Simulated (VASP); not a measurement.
# Na2S (Fm-3m) in VASP: a series of runs, part 2 of 2

VASP 6.6.1. Earlier steps stand in the parts before.

### Step 5. Relaxation of cell and atoms, HSE06

Contents of POSCAR:

```
Na2S
1.0
    0.0000000000      3.2554374590      3.2554374590
    3.2554374590      0.0000000000      3.2554374590
    3.2554374590      3.2554374590      0.0000000000
Na S
2 1
Direct
    0.2500000000      0.2500000000      0.2500000000
    0.7500000000      0.7500000000      0.7500000000
    0.0000000000      0.0000000000      0.0000000000
```

Contents of INCAR.step1:

```
SYSTEM = Na2S
PREC = Accurate ; ENCUT = 500
EDIFF = 1E-5 ; ISMEAR = -1
SIGMA = 0.02 ; LREAL = .FALSE.
LASPH = .TRUE. ; NELM = 120
ALGO = Normal ; LWAVE = .TRUE.
LCHARG = .FALSE. ; GGA = PE
NBANDS = 17 ; GGA_COMPAT = .FALSE.
IBRION = 2 ; ISIF = 3
EDIFFG = -0.005 ; NELMIN = 4
NSW = 100
```

Contents of INCAR.step2:

```
SYSTEM = Na2S
PREC = Accurate ; ENCUT = 500
EDIFF = 1E-7 ; ISMEAR = -1
SIGMA = 0.02 ; LREAL = .FALSE.
LASPH = .TRUE. ; NELM = 120
ALGO = Normal ; ISIF = 3
LWAVE = .FALSE. ; LCHARG = .FALSE.
GGA = PE ; LHFCALC = .TRUE.
HFSCREEN = 0.2079 ; PRECFOCK = Normal
IBRION = 2 ; NSW = 80
EDIFFG = -0.005 ; ISTART = 1
GGA_COMPAT = .FALSE. ; NELMIN = 4
```

Contents of KPOINTS:

```
Automatic mesh
0
G
  4 4 4
  0 0 0
```

Potentials or basis: VASP PAW PBE potentials, release 64 (Na_pv, S).

The run is started by

```console
cat potpaw_PBE.64/Na_pv/POTCAR potpaw_PBE.64/S/POTCAR > POTCAR
cp INCAR.step1 INCAR
mpirun -np 1 vasp_std > vasp.out
cp INCAR.step2 INCAR
mpirun -np 1 vasp_std > vasp.out
```

OUTCAR:

```text
SYSTEM = Na2S
   PREC = Accurate
   ENCUT = 500
   EDIFF = 1E-7
   ISMEAR = -1
   LREAL = .FALSE.
   LASPH = .TRUE.
   NELM = 120
   ISIF = 3
   GGA = PE
   LHFCALC = .TRUE.
   HFSCREEN = 0.2079
   PRECFOCK = Normal
   IBRION = 2
   NSW = 80
   EDIFFG = -0.005
   ISTART = 1
   NELMIN = 4

 ion  position               nearest neighbor table
   1  0.250  0.250  0.250-
   2  0.750  0.750  0.750-
   3  0.000  0.000  0.000-

  LATTYP: Found a face centered cubic cell.
 ALAT       =     6.5108749180

  Lattice vectors:

 A1 = (   0.0000000000,   3.2554374590,   3.2554374590)
 A2 = (   3.2554374590,   0.0000000000,   3.2554374590)
 A3 = (   3.2554374590,   3.2554374590,   0.0000000000)

Analysis of symmetry for initial positions (statically):
=====================================================================
 Subroutine PRICEL returns:
 Original cell was already a primitive cell.

 Routine SETGRP: Setting up the symmetry group for a
 face centered cubic supercell.

 Subroutine GETGRP returns: Found 48 space group operations
 (whereof 48 operations were pure point group operations)
 out of a pool of 48 trial point group operations.

The static configuration has the point symmetry O_h .

Analysis of symmetry for dynamics (positions and initial velocities):
=====================================================================
[... 148 lines left out ...]
  ext. energy  EPLUGINS =         0.00000000
  ---------------------------------------------------
  free energy    TOTEN  =       -11.50290199 eV

  energy without entropy =      -11.50290199  energy(sigma->0) =      -11.50290199

 E-fermi :   0.0325     XC(G=0):  -6.5763

 val. band max:       -0.4712532485   @ k =   0.0000   0.0000   0.0000
 cond. band min:       3.0486390966   @ k =   0.0000   0.0000   0.0000
 fundamental gap:      3.5198923451
 Fermi energy:         0.0325455979

 k-point     1 :       0.0000    0.0000    0.0000
  band No.  band energies     occupation
      1     -25.0019      2.00000
      2     -25.0019      2.00000
      3     -25.0019      2.00000
      4     -24.9499      2.00000
      5     -24.9499      2.00000
      6     -24.9499      2.00000
      7     -11.6842      2.00000
      8      -0.4713      2.00000
      9      -0.4713      2.00000
     10      -0.4713      2.00000
     11       3.0486      0.00000
     12       8.4941      0.00000
     13       8.4941      0.00000
     14       8.4941      0.00000
[... 190 lines left out ...]
--------------------------------------- Ionic step        3  -------------------------------------------

 number of electron      19.9999985 magnetization

 Free energy of the ion-electron system (eV)
  ---------------------------------------------------
  ext. energy  EPLUGINS =         0.00000000
  ---------------------------------------------------
  free energy    TOTEN  =       -11.50323119 eV

  energy without entropy =      -11.50323119  energy(sigma->0) =      -11.50323119

 E-fermi :  -0.0310     XC(G=0):  -6.5563

 val. band max:       -0.4973822707   @ k =   0.0000   0.0000   0.0000
 cond. band min:       2.9986575308   @ k =   0.0000   0.0000   0.0000
 fundamental gap:      3.4960398015
 Fermi energy:        -0.0310032226

 k-point     1 :       0.0000    0.0000    0.0000
  band No.  band energies     occupation
      1     -25.0444      2.00000
      2     -25.0444      2.00000
      3     -25.0444      2.00000
      4     -24.9936      2.00000
      5     -24.9936      2.00000
      6     -24.9936      2.00000
      7     -11.7006      2.00000
      8      -0.4974      2.00000
      9      -0.4974      2.00000
     10      -0.4974      2.00000
     11       2.9987      0.00000
     12       8.4423      0.00000
     13       8.4423      0.00000
     14       8.4423      0.00000
[... 147 lines left out ...]
  FREE ENERGIE OF THE ION-ELECTRON SYSTEM (eV)
  ---------------------------------------------------
  free  energy   TOTEN  =       -11.5032311930 eV

  energy  without entropy=      -11.5032311930  energy(sigma->0) =      -11.50323119

 reached required accuracy - stopping structural energy minimisation
```

It took 23 min on 1 thread of AMD EPYC 9R45 (Zen 5), shared host; peak memory 0.28 GiB.

What came out:

| Property | Result |
| --- | --- |
| Free energy | -11.5032 eV |
| Relaxed volume | 23.15 Å³/atom |
| Relaxed cell | a = 4.614 Å, b = 4.614 Å, c = 4.614 Å, α = 60.00°, β = 60.00°, γ = 60.00° |
| Space group after relaxing (to 0.1 Å) | Fm-3m (No. 225) |
| Energy gained by relaxing | 0.1 meV/atom |
| Ionic steps | 3 |
| Pressure after relaxing | 0.0 GPa |
| Band gap on the k mesh | 3.50 eV |

The path:
```tsv
step	energy change (eV)	largest force (eV/Å)	pressure (GPa)	volume (Å³)
1	0.0000	0.0000	0.22	69.00
2	-0.0003	0.0000	0.07	69.32
3	-0.0003	0.0000	0.01	69.45
```

Final structure:
```cif
data_structure
_symmetry_space_group_name_H-M 'P 1'
_symmetry_Int_Tables_number 1
_cell_length_a 4.6139
_cell_length_b 4.6139
_cell_length_c 4.6139
_cell_angle_alpha 60.000
_cell_angle_beta 60.000
_cell_angle_gamma 60.000
_cell_volume 69.45
loop_
_atom_site_label
_atom_site_type_symbol
_atom_site_fract_x
_atom_site_fract_y
_atom_site_fract_z
_atom_site_occupancy
Na1 Na 0.25000 0.25000 0.25000 1
Na2 Na 0.75000 0.75000 0.75000 1
S1 S 0.00000 0.00000 0.00000 1
```

Levels at points of the mesh, in eV from the valence-band top:
```tsv
k point	band 6	band 7	band 8	band 9	band 10	band 11	band 12	band 13	band 14
(0.00, 0.00, 0.00)	-24.50	-11.20	0.00	0.00	0.00	3.50	8.94	8.94	8.94
(0.50, 0.00, 0.00)	-24.52	-10.93	-1.77	-0.15	-0.15	5.92	7.58	8.28	8.28
(0.50, 0.50, 0.00)	-24.48	-10.84	-1.58	-0.51	-0.51	4.78	7.15	9.86	11.11
```

Caveat: the PAW data sets were made with another functional, which shifts forces and pressure a little.

### Step 6. Overview

```tsv
task	level	cell	k mesh	cutoff (eV)	smearing	grid for exact exchange (PRECFOCK)	share of exact exchange	screening parameter	gap on the mesh (eV)	pressure (GPa)	relaxed volume (Å³/atom)
single point	r2SCANh	a = 4.604 Å, angles 60.0°, 3 atoms	6 × 6 × 6	440	gaussian 0.01 eV	Normal	0.1	-	3.67	-0.3	-
relaxation of cell and atoms	r2SCAN	relaxed from a = 4.644 Å, angles 60.0°, 3 atoms	6 × 6 × 6	550	fermi-dirac 0.02 eV	-	-	-	3.12	0.0	22.95
single point	HSE06	a = 4.610 Å, angles 60.0°, 3 atoms	4 × 4 × 4	400	fermi-dirac 0.02 eV	Normal	0.25	0.2079 1/Å	3.50	-0.1	-
relaxation of cell and atoms	HSE06	relaxed from a = 4.604 Å, angles 60.0°, 3 atoms	4 × 4 × 4	500	fermi-dirac 0.02 eV	Normal	0.25	0.2079 1/Å	3.50	0.0	23.15
```

Alike in all rows: potentials or basis VASP PAW PBE potentials, release 64 (Na_pv, S); no spin polarisation.

Caveats: the PAW data sets were made with another functional, which shifts forces and pressure a little.

Absolute energies hang on the potentials; compare differences alone.
